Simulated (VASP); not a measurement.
Ca, 1 atom in the cell. Symmetry: I4/mmm, No. 139, tetragonal system. Conventional cell: a = 4.172 Å, b = 4.172 Å, c = 5.015 Å, α = 90.00°, β = 90.00°, γ = 90.00°. Ca (site symmetry 4/mmm) has 14 Ca at 3.87 to 5.01 Å within 5.1 Å.  This cell differs from its parent crystal: ratio of the length along z to the lengths across it x 0.85, volume and fractional coordinates fixed.

- Program: VASP 6.6.1
- Task: single point
- Functional: LDA
- Potentials or basis: VASP PAW LDA potentials, release 64 (Ca_sv)
- Cutoff: 520 eV
- k mesh: 16 × 16 × 16
- Occupations: gaussian, width 0.15 eV
- Spin: no spin polarisation
- Dipole correction: no
- Further INCAR settings: ALGO = Fast; EDIFF = 1e-06; NBANDS = 11

Potentials or basis: VASP PAW LDA potentials, release 64 (Ca_sv).

Command:

```bash
$ cat potpaw_LDA.64/Ca_sv/POTCAR > POTCAR
$ mpirun -np 1 vasp_std > vasp.out
```

Hardware: 1 thread of AMD EPYC 7R13, on a shared host.

Estimate the wall time of this run.

It took 3.6 min on 1 thread of AMD EPYC 7R13, with other jobs on the host, peak memory 0.25 GiB. Counts: scf iterations 12, k points 349.
